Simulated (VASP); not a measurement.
# Al2O (P1) in VASP: single point with PBE

Aim: the single point of Al2O with PBE.

Program: VASP 6.6.1. These are calculated values, not measurements. Logs are shortened: lines on timing, memory, paths and dates and some standing lists are left out, and cuts for length are marked.

### Step 1. The cell of the first run

The typed cell holds 12 atoms: a = 3.043 Å, b = 6.608 Å, c = 9.164 Å, α = 97.97°, β = 89.97°, γ = 90.19°.

### Step 2. Single point, PBE

INCAR

```
SYSTEM = Al2O
PREC = Accurate
ENCUT = 520
EDIFF = 1E-6
ISMEAR = 0
SIGMA = 0.1
LREAL = .False.
LASPH = .True.
NELM = 100
ALGO = Normal
ISIF = 2
LWAVE = .False.
LCHARG = .True.
GGA = PE
LELF = .True.
LVHAR = .True.
NBANDS = 36
```

KPOINTS

```
regular mesh
0
Gamma
  6 4 2
  0 0 0
```

POSCAR

```
Al2O
1.0
    3.0409230797      0.0382963247      0.1048044987
   -0.1060997936      6.6069814170      0.0113104506
   -0.2921081086     -1.2913764541      9.0674302683
Al O
8 4
Direct
    0.4595279674      0.9750926970      0.7846388071
    0.9587099320      0.3186114430      0.7098955318
    0.9544997658      0.0031062908      0.2675753094
    0.9602356516      0.5941829698      0.2364358708
    0.4593578402      0.5839644714      0.4707287953
    0.4554064923      0.0524639805      0.5007377072
    0.9604977607      0.6192393531     -0.0696919587
    0.9577231370      0.2375076731      0.0635248833
    0.4617973053      0.7602194648      0.8947220597
    0.4571101836      0.1637946456      0.9603562403
    0.4563187354      0.8201056887      0.5959851907
    0.4588152287      0.3717113224      0.5850915629
```

Potentials or basis: VASP PAW PBE potentials, release 64 (Al, O).

On the command line:

```console
cat potpaw_PBE.64/Al/POTCAR potpaw_PBE.64/O/POTCAR > POTCAR
mpirun -np 1 vasp_std > vasp.out
```

OUTCAR:

```text
SYSTEM = Al2O
   PREC = Accurate
   ENCUT = 520
   EDIFF = 1E-6
   ISMEAR = 0
   LREAL = .False.
   LASPH = .True.
   NELM = 100
   ISIF = 2
   GGA = PE

 ion  position               nearest neighbor table
   1  0.460  0.975  0.785-   9 1.85  11 1.88  10 1.89   6 2.72   2 2.89   2 2.90   7 3.23   7 3.25
                             8 3.25   8 3.26
   2  0.959  0.319  0.710-  12 1.96  12 1.97   7 2.63   6 2.85   6 2.86   1 2.89   1 2.90   5 3.35
                             8 3.36   5 3.36
   3  0.954  0.003  0.268-   8 2.59   6 2.60   6 2.61   4 2.68
   4  0.960  0.594  0.236-   5 2.64   5 2.64   8 2.65   3 2.68   7 2.83
   5  0.459  0.584  0.471-  11 1.80  12 1.86   4 2.64   4 2.64   6 3.07   2 3.35   2 3.36
   6  0.455  0.052  0.501-  11 1.87  12 2.14   3 2.60   3 2.61   1 2.72   2 2.85   2 2.86   5 3.07

   7  0.960  0.619  0.930-   9 1.84   9 1.84   2 2.63   4 2.83   8 2.95   1 3.23   1 3.25
   8  0.958  0.238  0.064-  10 1.82  10 1.82   3 2.59   4 2.65   7 2.95   1 3.25   1 3.26   2 3.36

   9  0.462  0.760  0.895-   7 1.84   7 1.84   1 1.85
  10  0.457  0.164  0.960-   8 1.82   8 1.82   1 1.89
  11  0.456  0.820  0.596-   5 1.80   6 1.87   1 1.88
  12  0.459  0.372  0.585-   5 1.86   2 1.96   2 1.97   6 2.14

  LATTYP: Found a triclinic cell.
 ALAT       =     6.6078429564
 B/A-ratio  =     1.3867738797
 C/A-ratio  =     0.4605087597
 COS(alpha) =     0.0004509394
 COS(beta)  =     0.0034033539
 COS(gamma) =     0.1387009003

  Lattice vectors:

 A1 = (  -0.1060997936,   6.6069814170,   0.0113104506)
 A2 = (   0.2921081086,   1.2913764541,  -9.0674302683)
 A3 = (  -3.0409230797,  -0.0382963247,  -0.1048044987)

Analysis of symmetry for initial positions (statically):
=====================================================================
 Subroutine PRICEL returns:
 Original cell was already a primitive cell.

 Routine SETGRP: Setting up the symmetry group for a
 triclinic supercell.

 Subroutine GETGRP returns: Found  1 space group operations
 (whereof  1 operations were pure point group operations)
 out of a pool of  2 trial point group operations.

The static configuration has the point symmetry C_1 .

Analysis of symmetry for dynamics (positions and initial velocities):
=====================================================================
 Subroutine PRICEL returns:
 Original cell was already a primitive cell.

 Routine SETGRP: Setting up the symmetry group for a
 triclinic supercell.

 Subroutine GETGRP returns: Found  1 space group operations
 (whereof  1 operations were pure point group operations)
 out of a pool of  2 trial point group operations.

The dynamic configuration has the point symmetry C_1 .

 Subroutine INISYM returns: Found  1 space group operations
 (whereof  1 operations are pure point group operations),
 and found     1 'primitive' translations

----------------------------------------------------------------------------------------

                                     Primitive cell

  volume of cell :     182.4744

  direct lattice vectors                    reciprocal lattice vectors
     3.040923080  0.038296325  0.104804499     0.328390950  0.005254153  0.011327437
    -0.106099794  6.606981417  0.011310451    -0.002644707  0.151275843  0.021459390
    -0.292108109 -1.291376454  9.067430268    -0.003792357 -0.000249426  0.110127135

  length of vectors
     3.042969564  6.607842956  9.163584013     0.328628260  0.152813221  0.110192695

  position of ions in fractional coordinates (direct lattice)
     0.459527967  0.975092697  0.784638807
     0.958709932  0.318611443  0.709895532
     0.954499766  0.003106291  0.267575309
     0.960235652  0.594182970  0.236435871
     0.459357840  0.583964471  0.470728795
     0.455406492  0.052463981  0.500737707
     0.960497761  0.619239353  0.930308041
     0.957723137  0.237507673  0.063524883
     0.461797305  0.760219465  0.894722060
     0.457110184  0.163794646  0.960356240
     0.456318735  0.820105689  0.595985191
     0.458815229  0.371711322  0.585091563

  ion indices of the primitive-cell ions
   primitive index   ion index
                 1           1
                 2           2
                 3           3
                 4           4
                 5           5
                 6           6
                 7           7
                 8           8
                 9           9
                10          10
                11          11
                12          12

----------------------------------------------------------------------------------------

 KPOINTS: regular mesh

Automatic generation of k-mesh.
 Grid dimensions read from file:
 generate k-points for:    6    4    2

 Generating k-lattice:

  Cartesian coordinates                     Fractional coordinates (reciprocal lattice)
     0.054731825  0.000875692  0.001887906     0.166666667  0.000000000  0.000000000
    -0.000661177  0.037818961  0.005364847     0.000000000  0.250000000  0.000000000
    -0.001896179 -0.000124713  0.055063568     0.000000000  0.000000000  0.500000000

  Length of vectors
     0.054771377  0.038203305  0.055096348

  Shift w.r.t. Gamma in fractional coordinates (k-lattice)
     0.000000000  0.000000000  0.000000000

 Subroutine IBZKPT returns following result:
 ===========================================

 Found     28 irreducible k-points:

 Following reciprocal coordinates:
            Coordinates               Weight
  0.000000  0.000000  0.000000      1.000000
  0.166667  0.000000 -0.000000      2.000000
  0.333333  0.000000 -0.000000      2.000000
  0.500000  0.000000 -0.000000      1.000000
 -0.000000  0.250000 -0.000000      2.000000
  0.166667  0.250000 -0.000000      2.000000
[... 16 lines left out ...]
 -0.333333  0.250000  0.500000      2.000000
 -0.166667  0.250000  0.500000      2.000000
 [... further k-points ...]
   k-points           NKPTS =     28   k-points in BZ     NKDIM =     28   number of bands    NBANDS=     36
   number of dos      NEDOS =    301   number of ions     NIONS =     12
   total plane-waves  NPLWV =  84000
   dimension x,y,z NGX =    24 NGY =   50 NGZ =   70
   dimension x,y,z NGXF=    48 NGYF=  100 NGZF=  140
   ions per type =               8   4
   NGX,Y,Z   is equivalent  to a cutoff of  13.11, 12.58, 12.70 a.u.
   NGXF,Y,Z  is equivalent  to a cutoff of  26.22, 25.16, 25.40 a.u.
 SYSTEM =  Al2O
   PREC   = accura    normal or accurate (medium, high low for compatibility)
   ISTART =      0    job   : 0-new  1-cont  2-samecut
   ICHARG =      2    charge: 1-file 2-atom 10-const
   ISPIN  =      1    spin polarized calculation?
   LNONCOLLINEAR =      F non collinear calculations
   LSORBIT =      F    spin-orbit coupling
   LASPH  =      T    aspherical Exc in radial PAW
   ENCUT  =  520.0 eV  38.22 Ry    6.18 a.u.   5.66 12.29 17.04*2*pi/ulx,y,z
   NELM   =    100;   NELMIN=  2; NELMDL= -5     # of ELM steps
   EDIFF  = 0.1E-05   stopping-criterion for ELM
   LREAL  =      F    real-space projection
   EDIFFG = 0.1E-04   stopping-criterion for IOM
   NSW    =      0    number of steps for IOM
   IBRION =     -1    ionic relax: 0-MD 1-quasi-New 2-CG
   NFREE  =      0    steps in history (QN), initial steepest desc. (CG)
   ISIF   =      2    stress and relaxation
   ISYM   =      2    0-nonsym 1-usesym 2-fastsym
   POTIM  = 0.5000    time-step for ionic-motion
   TEBEG  =    0.0;   TEEND  =   0.0 temperature during run
   PSTRESS=    0.0 pullay stress
   NELECT =      48.0000    total number of electrons
   NUPDOWN=      -1.0000    fix difference up-down
   EMIN   =  10.00;   EMAX   =-10.00  energy-range for DOS
   EFERMI =   0.00;   METHOD = LEGACY
   ISMEAR =     0;   SIGMA  =   0.10  broadening in eV -4-tet -1-fermi 0-gaus
   EFERMI_NEDOS =   21; number of points for ismear=-14 and -15
   IALGO  =     38    algorithm
   IMIX   =      4    mixing-type and parameters
     AMIX     =   0.40;   BMIX     =  1.00
     AMIX_MAG =   1.60;   BMIX_MAG =  1.00
  volume/ion in A,a.u.               =      15.21       102.62
  Fermi-wavevector in a.u.,A,eV,Ry     =   1.048949  1.982227 14.970423  1.100295
  Thomas-Fermi vector in A             =   2.183892
   LORBIT       =      0    0 simple, 1 ext, 2 COOP (PROOUT), +10 PAW based schemes
   GGA     = PE    functional components
   LHFCALC =     F    Hartree Fock is set to
   AEXX    =    0.0000 exact exchange contribution
   IVDW    =     0    specifies the selected vdW correction
   LEPSILON=     F    determine dielectric tensor
   LRPA    =     F    only Hartree local field effects (RPA)
 non-spin polarized calculation
 Gauss-broadening in eV      SIGMA  =   0.10
  energy-cutoff  :      520.00
  volume of cell :      182.47
 maximum number of plane-waves:      4950
 NGX is ok and might be reduce to    24
   NGX = 11   NGY = 25   NGZ = 35

 number of electron      48.0000004 magnetization

 Free energy of the ion-electron system (eV)
  ---------------------------------------------------
  ext. energy  EPLUGINS =         0.00000000
  ---------------------------------------------------
  free energy    TOTEN  =       -64.63300880 eV

  energy without entropy =      -64.61937975  energy(sigma->0) =      -64.62619428

 E-fermi :   6.3148     XC(G=0):  -9.6894

 val. band max:        6.3134150506   @ k =   0.0000   0.0000   0.0000
 cond. band min:       6.3599083407   @ k =   0.5000   0.0000   0.5000
 fundamental gap:      0.0464932901
 Fermi energy:         6.3148280216

 k-point     1 :       0.0000    0.0000    0.0000
  band No.  band energies     occupation
      1     -14.7670      2.00000
      2     -14.5748      2.00000
      3     -14.0916      2.00000
      4     -13.8491      2.00000
      5      -3.4581      2.00000
      6      -2.7676      2.00000
[... 28 lines left out ...]
     35      12.6067      0.00000
     36      12.8526      0.00000

 k-point     2 :       0.1667    0.0000   -0.0000
  band No.  band energies     occupation
      1     -14.6702      2.00000
      2     -14.4757      2.00000
      3     -13.9990      2.00000
      4     -13.7818      2.00000
      5      -3.1853      2.00000
      6      -2.4984      2.00000
[... 28 lines left out ...]
     35      11.6937      0.00000
     36      12.2620      0.00000

 k-point     3 :       0.3333    0.0000   -0.0000
  band No.  band energies     occupation
      1     -14.4671      2.00000
      2     -14.2651      2.00000
      3     -13.8040      2.00000
      4     -13.6418      2.00000
      5      -2.5605      2.00000
      6      -2.2166      2.00000
[... 28 lines left out ...]
     35      11.1511      0.00000
     36      11.2828      0.00000

 k-point     4 :       0.5000    0.0000   -0.0000
  band No.  band energies     occupation
      1     -14.3603      2.00000
      2     -14.1529      2.00000
      3     -13.7012      2.00000
      4     -13.5686      2.00000
      5      -2.7040      2.00000
      6      -2.0939      2.00000
[... 28 lines left out ...]
     35      11.1008      0.00000
     36      11.2156      0.00000

 k-point     5 :      -0.0000    0.2500   -0.0000
  band No.  band energies     occupation
      1     -14.7480      2.00000
      2     -14.5754      2.00000
      3     -14.1029      2.00000
      4     -13.8632      2.00000
      5      -3.2794      2.00000
      6      -2.6304      2.00000
[... 655 lines left out ...]
 k-point    22 :       0.5000    0.2500    0.5000
  band No.  band energies     occupation
      1     -14.3482      2.00000
      2     -14.1533      2.00000
      3     -13.7068      2.00000
      4     -13.5788      2.00000
      5      -2.5850      2.00000
      6      -2.0985      2.00000
[... 28 lines left out ...]
     35      10.9818      0.00000
     36      11.1956      0.00000

 k-point    23 :      -0.3333    0.2500    0.5000
  band No.  band energies     occupation
      1     -14.4533      2.00000
      2     -14.2654      2.00000
      3     -13.8111      2.00000
      4     -13.6530      2.00000
      5      -2.4141      2.00000
      6      -2.0219      2.00000
[... 28 lines left out ...]
     35      10.9462      0.00000
     36      11.2474      0.00000

 k-point    24 :      -0.1667    0.2500    0.5000
  band No.  band energies     occupation
      1     -14.6529      2.00000
      2     -14.4761      2.00000
      3     -14.0091      2.00000
      4     -13.7951      2.00000
      5      -2.9700      2.00000
      6      -2.3864      2.00000
[... 28 lines left out ...]
     35      11.9598      0.00000
     36      12.1574      0.00000

 [... further k-points ...]
[... 5 lines left out ...]
  --------------------------------------------------------------------------------------
  -------------------------------------------------------------------------------------
  Total       -0.1362303     -0.0401772     -0.2272327      0.0159140     -0.0326093      0.0124216
  in kB       -1.1961409     -0.3527671     -1.9951678      0.1397294     -0.2863189      0.1090653
  external PRESSURE =      -1.1813586 kB  Pullay stress =       0.0000000 kB

 VOLUME and BASIS-vectors are now :
 -----------------------------------------------------------------------------
  energy-cutoff  :      520.00
  volume of cell :      182.47
      direct lattice vectors                 reciprocal lattice vectors
     3.040923080  0.038296325  0.104804499     0.328390950  0.005254153  0.011327437
    -0.106099794  6.606981417  0.011310451    -0.002644707  0.151275843  0.021459390
    -0.292108109 -1.291376454  9.067430268    -0.003792357 -0.000249426  0.110127135

 POSITION                                       TOTAL-FORCE (eV/Angst)
 -----------------------------------------------------------------------------------
      1.06473      5.44675      7.17385         0.002665      0.016675     -0.010048
      2.67419      1.22503      6.54101        -0.004171     -0.002903     -0.003650
      2.82407     -0.28846      2.52629         0.004153     -0.005110     -0.004491
      2.78790      3.65720      2.25122         0.001750      0.001304     -0.009438
      1.19741      3.26795      4.32305        -0.000673     -0.003756      0.021825
      1.23302     -0.28257      4.58873         0.000912     -0.012271      0.006056
      2.58335      2.92671      8.54317         0.002871     -0.012450      0.005716
      2.86861      1.52385      0.67907        -0.006638      0.003603      0.005684
      1.06228      3.88502      8.16983        -0.006650     -0.006396     -0.002193
      1.09213     -0.14049      8.75772         0.007266      0.009160     -0.004740
      1.12653      4.66626      5.46115        -0.000653      0.006288     -0.001798
      1.18487      1.71789      5.35757        -0.000831      0.005856     -0.002923
 -----------------------------------------------------------------------------------
    total drift:                               -0.000200      0.000092      0.000035

  FREE ENERGIE OF THE ION-ELECTRON SYSTEM (eV)
  ---------------------------------------------------
  free  energy   TOTEN  =       -64.6330088008 eV

  energy  without entropy=      -64.6193797520  energy(sigma->0) =      -64.62619428
```

It took 2.8 min on 1 thread of Intel Xeon Platinum 8559C (Emerald Rapids), shared host; peak memory 0.33 GiB.

Results:

```yaml
Free_energy: -64.6330 eV
Pressure: -0.1 GPa
Largest_force: 0.022 eV/Å
Band_gap_on_the_k_mesh: zero (band 24 reaches 6.88 eV, above the bottom of band 25 at 5.30 eV)
```

Forces in eV/Å, atoms in the order of the input:
```
Al   0.003  0.017 -0.010
Al  -0.004 -0.003 -0.004
Al   0.004 -0.005 -0.004
Al   0.002  0.001 -0.009
Al  -0.001 -0.004  0.022
Al   0.001 -0.012  0.006
Al   0.003 -0.012  0.006
Al  -0.007  0.004  0.006
O   -0.007 -0.006 -0.002
O    0.007  0.009 -0.005
O   -0.001  0.006 -0.002
O   -0.001  0.006 -0.003
```
